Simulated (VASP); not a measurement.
# HgTe (F-43m) in VASP: further runs

HgTe is run at these levels: r2SCAN; tasks: single point, relaxation of cell and atoms.

All numbers are computed with VASP 6.6.1; they aren't measurements. Logs are shortened: lines on timing, memory, paths and dates and some standing lists are left out, and cuts for length are marked.

### 1 The cell of the first run

Symmetry: F-43m, No. 216, cubic system. Conventional cell: a = 6.571 Å, b = 6.571 Å, c = 6.571 Å, α = 90.00°, β = 90.00°, γ = 90.00°. Hg (site symmetry -43m) has 4 Te at 2.85 Å within 3.7 Å. Te (site symmetry -43m) has 4 Hg at 2.85 Å within 3.7 Å.

### 2 Single point, r2SCAN

The input, POSCAR:

```
HgTe
1.0
    0.0000000000      3.2856405490      3.2856405490
    3.2856405490      0.0000000000      3.2856405490
    3.2856405490      3.2856405490      0.0000000000
Hg Te
1 1
Direct
    0.0000000000      0.0000000000      0.0000000000
    0.7500000000      0.7500000000      0.7500000000
```

The input, INCAR.step1:

```
ALGO     = Normal         # electronic algorithm
EDIFF    = 1E-4           # SCF threshold, eV
ENCUT    = 520            # plane-wave cutoff, eV
GGA      = PE             # functional
ISMEAR   = -1             # smearing method
LASPH    = T              # aspherical terms in the spheres
LCHARG   = F              # write CHGCAR
LREAL    = F              # projectors in reciprocal space
LWAVE    = T              # write WAVECAR
NBANDS   = 16             # bands
NELM     = 100            # most SCF steps
PREC     = Accurate       # precision mode
SIGMA    = 0.1            # smearing width, eV
```

The input, INCAR.step2:

```
ALGO     = Normal         # electronic algorithm
EDIFF    = 1E-6           # SCF threshold, eV
ENCUT    = 520            # plane-wave cutoff, eV
ISIF     = 2              # what is computed and relaxed
ISMEAR   = -1             # smearing method
ISTART   = 1            
LASPH    = T              # aspherical terms in the spheres
LCHARG   = T              # write CHGCAR
LELF     = T              # ELF
LMIXTAU  = T            
LREAL    = F              # projectors in reciprocal space
LVHAR    = T            
LWAVE    = F              # write WAVECAR
METAGGA  = R2SCAN         # meta-GGA
NBANDS   = 16             # bands
NELM     = 100            # most SCF steps
PREC     = Accurate       # precision mode
SIGMA    = 0.1            # smearing width, eV
```

The input, KPOINTS:

```
k-points
0
Gamma
  10 10 10
```

Potentials or basis: VASP PAW PBE potentials, release 64 (Hg, Te).

Command:

```
$ cat potpaw_PBE.64/Hg/POTCAR potpaw_PBE.64/Te/POTCAR > POTCAR
$ cp INCAR.step1 INCAR
$ mpirun -np 1 vasp_std > vasp.out
$ cp INCAR.step2 INCAR
$ mpirun -np 1 vasp_std > vasp.out
```

OUTCAR:

```text
EDIFF = 1E-6
   ENCUT = 520
   ISIF = 2
   ISMEAR = -1
   ISTART = 1
   LASPH = T
   LREAL = F
   METAGGA = R2SCAN
   NELM = 100
   PREC = Accurate

 ion  position               nearest neighbor table
   1  0.000  0.000  0.000-   2 2.85   2 2.85   2 2.85   2 2.85
   2  0.750  0.750  0.750-   1 2.85   1 2.85   1 2.85   1 2.85

  LATTYP: Found a face centered cubic cell.
 ALAT       =     6.5712810980

  Lattice vectors:

 A1 = (   0.0000000000,   3.2856405490,   3.2856405490)
 A2 = (   3.2856405490,   0.0000000000,   3.2856405490)
 A3 = (   3.2856405490,   3.2856405490,   0.0000000000)

Analysis of symmetry for initial positions (statically):
=====================================================================
 Subroutine PRICEL returns:
 Original cell was already a primitive cell.

 Routine SETGRP: Setting up the symmetry group for a
 face centered cubic supercell.

 Subroutine GETGRP returns: Found 24 space group operations
 (whereof 24 operations were pure point group operations)
 out of a pool of 48 trial point group operations.

The static configuration has the point symmetry T_d .

Analysis of symmetry for dynamics (positions and initial velocities):
=====================================================================
 Subroutine PRICEL returns:
 Original cell was already a primitive cell.

 Routine SETGRP: Setting up the symmetry group for a
 face centered cubic supercell.

 Subroutine GETGRP returns: Found 24 space group operations
 (whereof 24 operations were pure point group operations)
 out of a pool of 48 trial point group operations.

The dynamic configuration has the point symmetry T_d .

 Subroutine INISYM returns: Found 24 space group operations
 (whereof 24 operations are pure point group operations),
 and found     1 'primitive' translations

----------------------------------------------------------------------------------------

                                     Primitive cell

  volume of cell :      70.9398

  direct lattice vectors                    reciprocal lattice vectors
     0.000000000  3.285640549  3.285640549    -0.152177328  0.152177328  0.152177328
     3.285640549  0.000000000  3.285640549     0.152177328 -0.152177328  0.152177328
     3.285640549  3.285640549  0.000000000     0.152177328  0.152177328 -0.152177328

  length of vectors
     4.646597425  4.646597425  4.646597425     0.263578864  0.263578864  0.263578864

[... 78 lines left out ...]
   ENCUT  =  520.0 eV  38.22 Ry    6.18 a.u.   8.64  8.64  8.64*2*pi/ulx,y,z
   NELM   =    100;   NELMIN=  2; NELMDL=  0     # of ELM steps
   EDIFF  = 0.1E-05   stopping-criterion for ELM
   LREAL  =      F    real-space projection
   EDIFFG = 0.1E-04   stopping-criterion for IOM
   NSW    =      0    number of steps for IOM
   IBRION =     -1    ionic relax: 0-MD 1-quasi-New 2-CG
   NFREE  =      0    steps in history (QN), initial steepest desc. (CG)
   ISIF   =      2    stress and relaxation
   ISYM   =      2    0-nonsym 1-usesym 2-fastsym
   POTIM  = 0.5000    time-step for ionic-motion
   TEBEG  =    0.0;   TEEND  =   0.0 temperature during run
   PSTRESS=    0.0 pullay stress
   NELECT =      18.0000    total number of electrons
   NUPDOWN=      -1.0000    fix difference up-down
   EMIN   =  10.00;   EMAX   =-10.00  energy-range for DOS
   EFERMI =   0.00;   METHOD = LEGACY
   ISMEAR =    -1;   SIGMA  =   0.10  broadening in eV -4-tet -1-fermi 0-gaus
   EFERMI_NEDOS =   21; number of points for ismear=-14 and -15
   IALGO  =     38    algorithm
   IMIX   =      4    mixing-type and parameters
     AMIX     =   0.40;   BMIX     =  1.00
     AMIX_MAG =   1.60;   BMIX_MAG =  1.00
  volume/ion in A,a.u.               =      35.47       239.36
  Fermi-wavevector in a.u.,A,eV,Ry     =   1.036420  1.958549 14.614910  1.074166
  Thomas-Fermi vector in A             =   2.170809
   LORBIT       =      0    0 simple, 1 ext, 2 COOP (PROOUT), +10 PAW based schemes
   METAGGA = R2SCAN    functional components
   LHFCALC =     F    Hartree Fock is set to
   AEXX    =    0.0000 exact exchange contribution
   IVDW    =     0    specifies the selected vdW correction
   LEPSILON=     F    determine dielectric tensor
   LRPA    =     F    only Hartree local field effects (RPA)
 non-spin polarized calculation
  energy-cutoff  :      520.00
  volume of cell :       70.94
 maximum number of plane-waves:      1925
   NGX = 17   NGY = 17   NGZ = 17

 number of electron      18.0000001 magnetization

 Free energy of the ion-electron system (eV)
  ---------------------------------------------------
  ext. energy  EPLUGINS =         0.00000000
  ---------------------------------------------------
  free energy    TOTEN  =       -75.16484590 eV

  energy without entropy =      -75.16356868  energy(sigma->0) =      -75.16420729

 E-fermi :   2.5932     XC(G=0):  -9.0807

 val. band max:        2.3517713274   @ k =   0.0000   0.0000   0.0000
 cond. band min:       2.9998695954   @ k =   0.1000   0.0000   0.0000
 fundamental gap:      0.6480982680
 Fermi energy:         2.5932370473

 k-point     1 :       0.0000    0.0000    0.0000
  band No.  band energies     occupation
      1      -9.6983      2.00000
      2      -5.0056      2.00000
      3      -5.0056      2.00000
      4      -5.0056      2.00000
      5      -4.4939      2.00000
      6      -4.4939      2.00000
[... 433 lines left out ...]
      3      -4.7687      2.00000
      4      -4.7291      2.00000
      5      -4.4504      2.00000
      6      -4.3914      2.00000
[... 8 lines left out ...]
     15      13.0706      0.00000
     16      14.1396      0.00000

 [... further k-points ...]

------------------------ aborting loop because EDIFF is reached ----------------------------------------

  FORCE on cell =-STRESS in cart. coord.  units (eV):
  Direction    XX          YY          ZZ          XY          YZ          ZX
  --------------------------------------------------------------------------------------
  -------------------------------------------------------------------------------------
  Total        0.0400377      0.0400377      0.0400377      0.0000000     -0.0000000      0.0000000
  in kB        0.9042511      0.9042511      0.9042511      0.0000000     -0.0000000      0.0000000
  external PRESSURE =       0.9042511 kB  Pullay stress =       0.0000000 kB

 VOLUME and BASIS-vectors are now :
 -----------------------------------------------------------------------------
  energy-cutoff  :      520.00
  volume of cell :       70.94
      direct lattice vectors                 reciprocal lattice vectors
     0.000000000  3.285640549  3.285640549    -0.152177328  0.152177328  0.152177328
     3.285640549  0.000000000  3.285640549     0.152177328 -0.152177328  0.152177328
     3.285640549  3.285640549  0.000000000     0.152177328  0.152177328 -0.152177328

 POSITION                                       TOTAL-FORCE (eV/Angst)
 -----------------------------------------------------------------------------------
      0.00000      0.00000      0.00000         0.000000      0.000000      0.000000
      4.92846      4.92846      4.92846        -0.000000     -0.000000     -0.000000
 -----------------------------------------------------------------------------------
    total drift:                               -0.000000     -0.000000     -0.000000

  FREE ENERGIE OF THE ION-ELECTRON SYSTEM (eV)
  ---------------------------------------------------
  free  energy   TOTEN  =       -75.1648459032 eV

  energy  without entropy=      -75.1635686763  energy(sigma->0) =      -75.16420729
```

It took 1.7 min on 1 thread of AMD EPYC 9R45 (Zen 5), shared host; peak memory 0.22 GiB.

What came out:

| Quantity | Value |
| --- | --- |
| Free energy | -75.1648 eV |
| Pressure | 0.1 GPa |
| Band gap on the k mesh | zero (filled and empty bands touch) |

Caveat: semilocal functionals underestimate gaps, so a narrow gap can read as zero; the PAW data sets were made with another functional, which shifts forces and pressure a little; spin-orbit coupling is left out, which moves the levels of the heavy elements.

### 3 Single point, r2SCAN

The input, POSCAR:

```
HgTe
1.0
    0.0000000000      3.2856396960      3.2856396960
    3.2856396960      0.0000000000      3.2856396960
    3.2856396960      3.2856396960      0.0000000000
Hg Te
1 1
Direct
    0.0000000000      0.0000000000      0.0000000000
    0.7500000000      0.7500000000      0.7500000000
```

The input, INCAR.step1:

```
SYSTEM = HgTe
PREC = Accurate
ENCUT = 520
ISMEAR = -1
SIGMA = 0.1
LREAL = .False.
LASPH = .True.
NELM = 60
NBANDS = 16
GGA = PE
ALGO = Normal
EDIFF = 1E-4
LWAVE = .True.
LCHARG = .False.
```

The input, INCAR.step2:

```
SYSTEM = HgTe
PREC = Accurate
ENCUT = 520
EDIFF = 1E-6
ISMEAR = -1
SIGMA = 0.1
LREAL = .False.
LASPH = .True.
NELM = 60
ALGO = Normal
ISIF = 2
LWAVE = .False.
LCHARG = .True.
METAGGA = R2SCAN
LMIXTAU = .True.
LELF = .True.
LVHAR = .True.
NBANDS = 16
ISTART = 1
```

The input, KPOINTS:

```
Automatic mesh
0
Gamma
  10 10 10
  0 0 0
```

Potentials or basis: VASP PAW PBE potentials, release 64 (Hg, Te).

Command:

```
$ cat potpaw_PBE.64/Hg/POTCAR potpaw_PBE.64/Te/POTCAR > POTCAR
$ cp INCAR.step1 INCAR
$ mpirun -np 1 vasp_std > vasp.out
$ cp INCAR.step2 INCAR
$ mpirun -np 1 vasp_std > vasp.out
```

Run time: 1.7 min. Hardware: 1 thread of AMD EPYC 9R45 (Zen 5), shared host; peak memory 0.22 GiB.

Results (log left out):

```yaml
Free_energy: -75.1648 eV
Pressure: 0.1 GPa
Band_gap_on_the_k_mesh: zero (filled and empty bands touch)
```

Levels at points of the mesh, in eV from the Fermi level:
| k point | band 6 | band 7 | band 8 | band 9 | band 10 | band 11 | band 12 | band 13 |
| --- | --- | --- | --- | --- | --- | --- | --- | --- |
| (0.00, 0.00, 0.00) | -7.09 | -0.78 | -0.24 | -0.24 | -0.24 | 4.42 | 4.42 | 4.42 |
| (0.50, 0.00, 0.00) | -6.80 | -5.56 | -1.17 | -1.17 | 0.70 | 5.19 | 5.19 | 6.91 |
| (0.50, 0.50, 0.00) | -6.66 | -5.55 | -2.38 | -2.38 | 1.86 | 2.62 | 8.27 | 9.00 |

Caveat: semilocal functionals underestimate gaps, so a narrow gap can read as zero; the PAW data sets were made with another functional, which shifts forces and pressure a little; spin-orbit coupling is left out, which moves the levels of the heavy elements.

### 4 Relaxation of cell and atoms, r2SCAN

This run uses another cell than the first one, of 33.22 Å³/atom.

The input, POSCAR:

```
HgTe
1.0
    0.0000000000      3.2145000000      3.2145000000
    3.2145000000      0.0000000000      3.2145000000
    3.2145000000      3.2145000000      0.0000000000
Hg Te
1 1
Direct
    0.0000000000      0.0000000000      0.0000000000
    0.7500000000      0.7500000000      0.7500000000
```

The input, INCAR.step1:

```
ALGO = Normal
EDIFF = 1E-4
ENCUT = 600
GGA = PE
ISMEAR = -1
LASPH = True
LCHARG = False
LREAL = False
LWAVE = True
NELM = 100
PREC = Accurate
SIGMA = 0.1
```

The input, INCAR.step2:

```
ALGO = Normal
EDIFF = 1E-7
EDIFFG = -0.002
ENCUT = 600
IBRION = 2
ISIF = 3
ISMEAR = -1
ISTART = 1
LASPH = True
LCHARG = False
LMIXTAU = True
LREAL = False
LWAVE = False
METAGGA = R2SCAN
NELM = 100
NSW = 100
PREC = Accurate
SIGMA = 0.1
```

The input, KPOINTS:

```
k-points
0
Gamma
  10 10 10
```

Command:

```
$ cat potpaw_PBE.64/Hg/POTCAR potpaw_PBE.64/Te/POTCAR > POTCAR
$ cp INCAR.step1 INCAR
$ mpirun -np 1 vasp_std > vasp.out
$ cp INCAR.step2 INCAR
$ mpirun -np 1 vasp_std > vasp.out
```

Run time: 7.7 min. Hardware: 1 thread of AMD EPYC 9R45 (Zen 5), shared host; peak memory 0.25 GiB.

The run converged. Its results:

```
Free energy                           : -75.1645 eV
Relaxed volume                        : 35.56 Å³/atom
Relaxed cell                          : a = 4.650 Å, b = 4.650 Å, c = 4.650 Å, α = 60.00°, β = 60.00°, γ = 60.00°
Space group after relaxing (to 0.1 Å) : F-43m (No. 216)
Energy gained by relaxing             : 22.2 meV/atom
Ionic steps                           : 6
Pressure after relaxing               : 0.0 GPa
Band gap on the k mesh                : zero (filled and empty bands touch)
```

Step by step:
```
step  energy change (eV)  largest force (eV/Å)  pressure (GPa)  volume (Å³)
   1              0.0000                0.0000            3.26        66.43
   2             -0.0376                0.0000           -1.05        73.14
   3             -0.0444                0.0000            0.01        71.10
   4             -0.0444                0.0000           -0.04        71.20
   5             -0.0444                0.0000            0.01        71.10
   6             -0.0444                0.0000            0.00        71.12
```

Final structure:
```cif
data_structure
_symmetry_space_group_name_H-M 'P 1'
_symmetry_Int_Tables_number 1
_cell_length_a 4.6505
_cell_length_b 4.6505
_cell_length_c 4.6505
_cell_angle_alpha 60.000
_cell_angle_beta 60.000
_cell_angle_gamma 60.000
_cell_volume 71.12
loop_
_atom_site_label
_atom_site_type_symbol
_atom_site_fract_x
_atom_site_fract_y
_atom_site_fract_z
_atom_site_occupancy
Hg1 Hg 0.00000 0.00000 0.00000 1
Te1 Te 0.75000 0.75000 0.75000 1
```

Levels at points of the mesh, in eV from the Fermi level:
| k point | band 7 | band 8 | band 9 | band 10 | band 11 | band 12 |
| --- | --- | --- | --- | --- | --- | --- |
| (0.00, 0.00, 0.00) | -0.79 | -0.24 | -0.24 | -0.24 | 4.42 | 4.42 |
| (0.50, 0.00, 0.00) | -5.54 | -1.16 | -1.16 | 0.70 | 5.19 | 5.19 |
| (0.50, 0.50, 0.00) | -5.54 | -2.37 | -2.37 | 1.86 | 2.63 | 8.26 |

Caveat: semilocal functionals underestimate gaps, so a narrow gap can read as zero; the PAW data sets were made with another functional, which shifts forces and pressure a little; spin-orbit coupling is left out, which moves the levels of the heavy elements.
